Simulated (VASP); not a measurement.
# Cd (Fm-3m) in VASP: further runs

Cd is run at these levels: PBEsol; tasks: relaxation of cell and atoms, single point.

Program: VASP 6.6.1. These are calculated values, not measurements. Logs are shortened: lines on timing, memory, paths and dates and some standing lists are left out, and cuts for length are marked.

### 1 The cell of the first run

The structure is cubic, space group Fm-3m (No. 225). Conventional cell: a = 4.420 Å, b = 4.420 Å, c = 4.420 Å, α = 90.00°, β = 90.00°, γ = 90.00°. Within 4.1 Å of Cd (site symmetry m-3m) lie 12 Cd at 3.13 Å.

This isn't the form of Cd at room conditions, which is hcp.

### 2 Relaxation of cell and atoms, PBEsol

INCAR

```
SYSTEM = Cd
PREC = Accurate ; ENCUT = 600
EDIFF = 1E-6 ; ISMEAR = -1
SIGMA = 0.1 ; LREAL = .FALSE.
LASPH = .TRUE. ; NELM = 80
ALGO = Normal ; ISIF = 3
LWAVE = .FALSE. ; LCHARG = .FALSE.
GGA = PS ; IBRION = 2
NSW = 80 ; EDIFFG = -0.01
```

KPOINTS

```
Automatic mesh
0
G
  12 12 12
  0 0 0
```

POSCAR

```
Cd
1.0
    0.0000000000      2.2099191412      2.2099191412
    2.2099191412      0.0000000000      2.2099191412
    2.2099191412      2.2099191412      0.0000000000
Cd
1
Direct
    0.0000000000      0.0000000000      0.0000000000
```

Potentials or basis: VASP PAW PBE potentials, release 64 (Cd).

Started as:

```
cat potpaw_PBE.64/Cd/POTCAR > POTCAR
mpirun -np 1 vasp_std > vasp.out
```

OUTCAR:

```text
SYSTEM = Cd
   PREC = Accurate
   ENCUT = 600
   EDIFF = 1E-6
   ISMEAR = -1
   LREAL = .FALSE.
   LASPH = .TRUE.
   NELM = 80
   ISIF = 3
   GGA = PS
   IBRION = 2
   NSW = 80
   EDIFFG = -0.01

 ion  position               nearest neighbor table
   1  0.000  0.000  0.000-

  LATTYP: Found a face centered cubic cell.
 ALAT       =     4.4198382824

  Lattice vectors:

 A1 = (   0.0000000000,   2.2099191412,   2.2099191412)
 A2 = (   2.2099191412,   0.0000000000,   2.2099191412)
 A3 = (   2.2099191412,   2.2099191412,   0.0000000000)

Analysis of symmetry for initial positions (statically):
=====================================================================
 Subroutine PRICEL returns:
 Original cell was already a primitive cell.

 Routine SETGRP: Setting up the symmetry group for a
 face centered cubic supercell.

 Subroutine GETGRP returns: Found 48 space group operations
 (whereof 48 operations were pure point group operations)
 out of a pool of 48 trial point group operations.

The static configuration has the point symmetry O_h .

Analysis of symmetry for dynamics (positions and initial velocities):
=====================================================================
 Subroutine PRICEL returns:
 Original cell was already a primitive cell.

 Routine SETGRP: Setting up the symmetry group for a
 face centered cubic supercell.

 Subroutine GETGRP returns: Found 48 space group operations
 (whereof 48 operations were pure point group operations)
 out of a pool of 48 trial point group operations.

The dynamic configuration has the point symmetry O_h .

 Subroutine INISYM returns: Found 48 space group operations
 (whereof 48 operations are pure point group operations),
 and found     1 'primitive' translations

----------------------------------------------------------------------------------------

                                     Primitive cell

  volume of cell :      21.5854

  direct lattice vectors                    reciprocal lattice vectors
     0.000000000  2.209919141  2.209919141    -0.226252622  0.226252622  0.226252622
     2.209919141  0.000000000  2.209919141     0.226252622 -0.226252622  0.226252622
     2.209919141  2.209919141  0.000000000     0.226252622  0.226252622 -0.226252622

  length of vectors
     3.125297621  3.125297621  3.125297621     0.391881037  0.391881037  0.391881037

  position of ions in fractional coordinates (direct lattice)
     0.000000000  0.000000000  0.000000000

  ion indices of the primitive-cell ions
   primitive index   ion index
                 1           1

----------------------------------------------------------------------------------------

 KPOINTS: Automatic mesh

Automatic generation of k-mesh.
 Grid dimensions read from file:
 generate k-points for:   12   12   12

 Generating k-lattice:

  Cartesian coordinates                     Fractional coordinates (reciprocal lattice)
    -0.018854385  0.018854385  0.018854385     0.083333333  0.000000000  0.000000000
     0.018854385 -0.018854385  0.018854385     0.000000000  0.083333333  0.000000000
     0.018854385  0.018854385 -0.018854385     0.000000000  0.000000000  0.083333333

  Length of vectors
     0.032656753  0.032656753  0.032656753

  Shift w.r.t. Gamma in fractional coordinates (k-lattice)
     0.000000000  0.000000000  0.000000000

 Subroutine IBZKPT returns following result:
 ===========================================

 Found     72 irreducible k-points:

[... 47 lines left out ...]
   EDIFFG = -.1E-01   stopping-criterion for IOM
   NSW    =     80    number of steps for IOM
   IBRION =      2    ionic relax: 0-MD 1-quasi-New 2-CG
   NFREE  =      1    steps in history (QN), initial steepest desc. (CG)
   ISIF   =      3    stress and relaxation
   ISYM   =      2    0-nonsym 1-usesym 2-fastsym
   POTIM  = 0.5000    time-step for ionic-motion
   TEBEG  =    0.0;   TEEND  =   0.0 temperature during run
   PSTRESS=    0.0 pullay stress
   NELECT =      12.0000    total number of electrons
   NUPDOWN=      -1.0000    fix difference up-down
   EMIN   =  10.00;   EMAX   =-10.00  energy-range for DOS
   EFERMI =   0.00;   METHOD = LEGACY
   ISMEAR =    -1;   SIGMA  =   0.10  broadening in eV -4-tet -1-fermi 0-gaus
   EFERMI_NEDOS =   21; number of points for ismear=-14 and -15
   IALGO  =     38    algorithm
   IMIX   =      4    mixing-type and parameters
     AMIX     =   0.40;   BMIX     =  1.00
     AMIX_MAG =   1.60;   BMIX_MAG =  1.00
  volume/ion in A,a.u.               =      21.59       145.67
  Fermi-wavevector in a.u.,A,eV,Ry     =   1.346115  2.543789 24.654109  1.812026
  Thomas-Fermi vector in A             =   2.473973
   LORBIT       =      0    0 simple, 1 ext, 2 COOP (PROOUT), +10 PAW based schemes
   GGA     = PS    functional components
   LHFCALC =     F    Hartree Fock is set to
   AEXX    =    0.0000 exact exchange contribution
   IVDW    =     0    specifies the selected vdW correction
   LEPSILON=     F    determine dielectric tensor
   LRPA    =     F    only Hartree local field effects (RPA)
 conjugate gradient relaxation of ions
 non-spin polarized calculation
  energy-cutoff  :      600.00
  volume of cell :       21.59
 maximum number of plane-waves:       745
 NGX is ok and might be reduce to    28
   NGX = 13   NGY = 13   NGZ = 13

--------------------------------------- Ionic step        1  -------------------------------------------

 number of electron      12.0000002 magnetization

 Free energy of the ion-electron system (eV)
  ---------------------------------------------------
  ext. energy  EPLUGINS =         0.00000000
  ---------------------------------------------------
  free energy    TOTEN  =        -1.18466164 eV

  energy without entropy =       -1.17030992  energy(sigma->0) =       -1.17748578

------------------------ aborting loop because EDIFF is reached ----------------------------------------

  FORCE on cell =-STRESS in cart. coord.  units (eV):
  Direction    XX          YY          ZZ          XY          YZ          ZX
  --------------------------------------------------------------------------------------
  -------------------------------------------------------------------------------------
  Total       -0.1810605     -0.1810605     -0.1810605      0.0000000      0.0000000      0.0000000
  in kB      -13.4392533    -13.4392533    -13.4392533      0.0000000      0.0000000      0.0000000
  external PRESSURE =     -13.4392533 kB  Pullay stress =       0.0000000 kB

 VOLUME and BASIS-vectors are now :
 -----------------------------------------------------------------------------
  energy-cutoff  :      600.00
  volume of cell :       21.59
      direct lattice vectors                 reciprocal lattice vectors
     0.000000000  2.209919141  2.209919141    -0.226252622  0.226252622  0.226252622
     2.209919141  0.000000000  2.209919141     0.226252622 -0.226252622  0.226252622
     2.209919141  2.209919141  0.000000000     0.226252622  0.226252622 -0.226252622

 POSITION                                       TOTAL-FORCE (eV/Angst)
 -----------------------------------------------------------------------------------
      0.00000      0.00000      0.00000         0.000000      0.000000      0.000000
 -----------------------------------------------------------------------------------
    total drift:                               -0.000000     -0.000000     -0.000000

  FREE ENERGIE OF THE ION-ELECTRON SYSTEM (eV)
  ---------------------------------------------------
  free  energy   TOTEN  =        -1.1846616399 eV

  energy  without entropy=       -1.1703099235  energy(sigma->0) =       -1.17748578

--------------------------------------- Ionic step        2  -------------------------------------------

 number of electron      11.9999999 magnetization

 Free energy of the ion-electron system (eV)
  ---------------------------------------------------
  ext. energy  EPLUGINS =         0.00000000
  ---------------------------------------------------
  free energy    TOTEN  =        -1.18696856 eV

  energy without entropy =       -1.17290862  energy(sigma->0) =       -1.17993859

 E-fermi :   2.8713     XC(G=0): -11.3644

 val. band max:        2.8024289744   @ k =  -0.4167   0.3333   0.0000
 cond. band min:       2.9107471264   @ k =  -0.4167   0.0833   0.0000
 fundamental gap:      0.1083181520
 Fermi energy:         2.8713439277

 k-point     1 :       0.0000    0.0000    0.0000
  band No.  band energies     occupation
      1      -6.2466      2.00000
      2      -6.2466      2.00000
      3      -6.2466      2.00000
      4      -6.1777      2.00000
      5      -5.7485      2.00000
      6      -5.7485      2.00000
      7      16.9515      0.00000
      8      18.2222      0.00000
      9      18.2222      0.00000
     10      18.2222      0.00000
[... 287 lines left out ...]
 k-point    24 :      -0.4167    0.1667    0.0000
  band No.  band energies     occupation
      1      -6.6164      2.00000
      2      -6.3068      2.00000
      3      -6.0513      2.00000
      4      -5.6600      2.00000
      5      -5.4048      2.00000
      6       0.9194      2.00000
      7       2.5679      1.90822
      8      11.0030      0.00000
      9      14.1361      0.00000
     10      15.5747      0.00000

 [... further k-points ...]

------------------------ aborting loop because EDIFF is reached ----------------------------------------

  FORCE on cell =-STRESS in cart. coord.  units (eV):
  Direction    XX          YY          ZZ          XY          YZ          ZX
  --------------------------------------------------------------------------------------
  -------------------------------------------------------------------------------------
  Total        0.0096841      0.0096841      0.0096841     -0.0000000     -0.0000000      0.0000000
  in kB        0.7379770      0.7379770      0.7379770     -0.0000000     -0.0000000      0.0000000
  external PRESSURE =       0.7379770 kB  Pullay stress =       0.0000000 kB

 VOLUME and BASIS-vectors are now :
 -----------------------------------------------------------------------------
  energy-cutoff  :      600.00
  volume of cell :       21.02
      direct lattice vectors                 reciprocal lattice vectors
     0.000000000  2.190615854  2.190615854    -0.228246317  0.228246317  0.228246317
     2.190615854  0.000000000  2.190615854     0.228246317 -0.228246317  0.228246317
     2.190615854  2.190615854  0.000000000     0.228246317  0.228246317 -0.228246317

 POSITION                                       TOTAL-FORCE (eV/Angst)
 -----------------------------------------------------------------------------------
      0.00000      0.00000      0.00000         0.000000      0.000000      0.000000
 -----------------------------------------------------------------------------------
    total drift:                               -0.000000     -0.000000     -0.000000

  FREE ENERGIE OF THE ION-ELECTRON SYSTEM (eV)
  ---------------------------------------------------
  free  energy   TOTEN  =        -1.1869685598 eV

  energy  without entropy=       -1.1729086185  energy(sigma->0) =       -1.17993859

 reached required accuracy - stopping structural energy minimisation
```

It took 68 s on 1 thread of Intel Xeon 8259CL, shared host; peak memory 0.17 GiB.

Results:

```yaml
Free_energy: -1.1870 eV
Relaxed_volume: 21.02 Å³/atom
Relaxed_cell: a = 3.098 Å, b = 3.098 Å, c = 3.098 Å, α = 60.00°, β = 60.00°, γ = 60.00°
Space_group_after_relaxing_to_0.1_Å: Fm-3m (No. 225)
Energy_gained_by_relaxing: 2.3 meV/atom
Ionic_steps: 2
Pressure_after_relaxing: 0.1 GPa
Band_gap_on_the_k_mesh: zero (bands 6 and 7 overlap by 3.35 eV)
```

The path:
| step | energy change (eV) | largest force (eV/Å) | pressure (GPa) | volume (Å³) |
| --- | --- | --- | --- | --- |
| 1 | 0.0000 | 0.0000 | -1.34 | 21.59 |
| 2 | -0.0023 | 0.0000 | 0.07 | 21.02 |

Final structure:
```xyz
1
Lattice="0.0000 2.1906 2.1906 2.1906 0.0000 2.1906 2.1906 2.1906 0.0000" Properties=species:S:1:pos:R:3 pbc="T T T"
Cd    0.0000    0.0000    0.0000
```

Caveat: the PAW data sets were made with another functional, which shifts forces and pressure a little.

### 3 Single point, PBEsol

This run uses another cell than the first one, of 20.97 Å³/atom.

INCAR

```
PREC     = Accurate       # precision mode
ENCUT    = 520            # plane-wave cutoff, eV
EDIFF    = 1E-6           # SCF threshold, eV
ISMEAR   = -1             # smearing method
SIGMA    = 0.1            # smearing width, eV
LREAL    = F              # projectors in reciprocal space
LASPH    = T              # aspherical terms in the spheres
NELM     = 80             # most SCF steps
ALGO     = Normal         # electronic algorithm
ISIF     = 2              # what is computed and relaxed
LWAVE    = F              # write WAVECAR
LCHARG   = F              # write CHGCAR
GGA      = PS             # functional
NBANDS   = 12             # bands
```

KPOINTS

```
regular mesh
0
Gamma
  20 20 20
```

POSCAR

```
Cd
1.0
    0.0000000000      2.1886254750      2.1886254750
    2.1886254750      0.0000000000      2.1886254750
    2.1886254750      2.1886254750      0.0000000000
Cd
1
Direct
    0.0000000000      0.0000000000      0.0000000000
```

Potentials or basis: VASP PAW PBE potentials, release 64 (Cd).

Started as:

```
cat potpaw_PBE.64/Cd/POTCAR > POTCAR
mpirun -np 1 vasp_std > vasp.out
```

Wall time 86 s (1 thread of Intel Xeon 8259CL, shared host); peak memory 0.18 GiB.

It converged, with:

```
Free energy            : -1.1935 eV
Pressure               : 0.3 GPa
Band gap on the k mesh : zero (bands 6 and 7 overlap by 3.35 eV)
```

Levels at points of the mesh, in eV from the Fermi level:
```
           k point  band 2  band 3  band 4  band 5  band 6  band 7  band 8  band 9  band 10  band 11
(0.00, 0.00, 0.00)   -9.17   -9.17   -9.12   -8.67   -8.67   14.04   15.33   15.33    15.33    18.79
(0.50, 0.00, 0.00)   -9.17   -9.17   -8.26   -8.26   -2.51   -1.26   12.88   12.88    13.13    16.80
(0.50, 0.50, 0.00)   -9.81   -8.29   -8.16   -8.16   -0.93    1.53    6.90    6.90    11.36    11.46
```

Caveat: the PAW data sets were made with another functional, which shifts forces and pressure a little.
